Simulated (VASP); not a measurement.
Na: single point with r2SCAN

The system is Na.

```
Na
1.0
     3.76700    0.00000    0.00000
    -1.88350    3.26232    0.00000
     0.00000    0.00000    6.15400
Na
2
Direct
  0.40230 0.80461 0.17688
  0.66667 0.33333 0.75000
```

This cell differs from its parent crystal: atom 1 (Na) moved by (+0.450, -0.450) A along y and z.

```yaml
Program: VASP 6.6.1
Task: single point
Functional: r2SCAN
Potentials_or_basis: VASP PAW PBE potentials, release 64 (Na_pv)
Cutoff: 520 eV
k_mesh: 12 × 12 × 8
Occupations: gaussian, width 0.15 eV
Spin: no spin polarisation
Dipole_correction: no
Further_INCAR_settings: ALGO = Normal; EDIFF = 1e-07; NBANDS = 14
```

```json
{
 "Pressure": "0.4 GPa",
 "Largest force": "0.415 eV/Å",
 "Band gap on the k mesh": "zero (bands 7 and 8 overlap by 4.04 eV)"
}
```

Forces on the atoms (eV/Å):
```
Na   0.000 -0.104  0.402
Na   0.000  0.104 -0.402
```

Stress tensor (GPa, compression positive):
```
-0.13  0.00  0.00
 0.00  0.60 -0.35
 0.00 -0.35  0.74
```

Levels at points of the mesh, in eV from the Fermi level:
```
           k point  band 4  band 5  band 6  band 7  band 8  band 9  band 10  band 11
(0.00, 0.00, 0.00)  -26.05  -26.05  -26.05   -3.46    0.57    1.13    10.41    10.60
(0.50, 0.00, 0.00)  -26.07  -26.06  -26.06    0.13    0.51    4.06     4.21     4.57
(0.00, 0.50, 0.00)  -26.07  -26.06  -26.05    0.28    0.31    4.11     4.15     4.76
(0.00, 0.00, 0.50)  -26.05  -26.05  -26.05   -2.61   -2.10    5.85     5.91    10.86
(0.50, 0.00, 0.50)  -26.06  -26.06  -26.06    0.82    1.15    1.73     1.92     7.67
(0.00, 0.50, 0.50)  -26.06  -26.06  -26.05    0.93    0.95    1.87     1.88     7.73
```

Run time: 13 min on 1 thread of Intel(R) Xeon(R) 6975P-C (Granite Rapids), on a shared host, peak memory 0.37 GiB.

Caveat: the cell differs from its parent crystal (atom 1 (Na) moved by (+0.450, -0.450) A along y and z); the PAW data sets were made with another functional, which shifts forces and pressure a little.
